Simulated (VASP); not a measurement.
Input of a VASP 6.6.1 run:

File INCAR:

```
SYSTEM = SnO2
ALGO     = Normal         ! electronic algorithm
EDIFF    = 1E-7           ! SCF threshold, eV
ENCUT    = 520            ! plane-wave cutoff, eV
GGA      = CA             ! functional
ISIF     = 2              ! what is computed and relaxed
ISMEAR   = -1             ! smearing method
LASPH    = .TRUE.         ! aspherical terms in the spheres
LCHARG   = .TRUE.         ! write CHGCAR
LELF     = .TRUE.         ! ELF
LREAL    = .FALSE.        ! projectors in reciprocal space
LVHAR    = .TRUE.       
LWAVE    = .FALSE.        ! write WAVECAR
NBANDS   = 20             ! bands
NELM     = 60             ! most SCF steps
PREC     = Accurate       ! precision mode
SIGMA    = 0.05           ! smearing width, eV
```

The input KPOINTS:

```
k-points
0
G
  10 10 10
  0 0 0
```

The input POSCAR:

```
SnO2
1.0
    1.6278026130      0.9398122768      4.8323855144
   -1.6278026130      0.9398122768      4.8323855144
    0.0000000000     -1.8796245536      4.8323855144
Sn O
1 2
Direct
    0.5000000000      0.5000000000      0.5000000000
    0.7628300000      0.7628300000      0.7628300000
    0.2371700000      0.2371700000      0.2371700000
```

Potentials or basis: VASP PAW LDA potentials, release 64 (Sn_d, O).

Run with:

```sh
$ cat potpaw_LDA.64/Sn_d/POTCAR potpaw_LDA.64/O/POTCAR > POTCAR
$ mpirun -np 1 vasp_std > vasp.out
```

Task: What does it give for the band gap on the k mesh?

Result: 1.65 eV (least direct gap 1.76 eV).

Task: What does it give for the largest force?

Result: 0.806 eV/Å.

Task: What does it give for the pressure?

Result: -10.8 GPa.

Stress tensor (GPa, compression positive):
```
-11.99   0.00   0.00
  0.00 -11.99   0.00
  0.00   0.00  -8.48
```

Caveat: the cell stands under tension; spin-orbit coupling is left out, which moves the levels of the heavy elements. A k mesh can miss the band edges.
